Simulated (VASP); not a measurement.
Wanted: the native input for a VASP 6.6.1 run.

```yaml
Task: single point
Functional: LDA
Potentials_or_basis: VASP PAW LDA potentials, release 64 (In_d, P)
Cutoff: 520 eV
k_mesh: 12 × 12 × 12
Occupations: gaussian, width 0.05 eV
Spin: no spin polarisation
Dipole_correction: no
Further_INCAR_settings: ALGO = Normal; EDIFF = 1e-07; NBANDS = 16
```

The structure of InP lies in POSCAR:

```
InP
1.0
    0.0000000000      3.0064270487      2.8295783988
    2.8295783988      0.0000000000      2.8295783988
    2.8295783988      3.0064270487      0.0000000000
In P
1 1
Direct
    0.0000000000      0.0000000000      0.0000000000
    0.7500000000      0.7500000000      0.7500000000
```

This cell differs from its parent crystal: volume 24.071 Å^3 an atom, c/a of the conventional cell 1.0625.

These files were run (other wordings do the same):

INCAR

```
ALGO = Normal
EDIFF = 1E-7
ENCUT = 520
ISIF = 2
ISMEAR = 0
LASPH = True
LCHARG = False
LREAL = False
LWAVE = False
NBANDS = 16
NELM = 80
PREC = Accurate
SIGMA = 0.05
```

KPOINTS

```
k-points
0
Gamma
  12 12 12
```

Potentials or basis: VASP PAW LDA potentials, release 64 (In_d, P).

Run with:

```sh
$ cat potpaw_LDA.64/In_d/POTCAR potpaw_LDA.64/P/POTCAR > POTCAR
$ mpirun -np 1 vasp_std > vasp.out
```

It gave:

| Quantity | Value |
| --- | --- |
| Pressure | 2.0 GPa |
| Band gap on the k mesh | 0.63 eV, direct |

Caveat: spin-orbit coupling is left out, which moves the levels of the heavy elements.

Wall time 57 s on 1 thread of Intel(R) Xeon(R) 6975P-C (Granite Rapids), with other jobs on the host, peak memory 0.24 GiB.
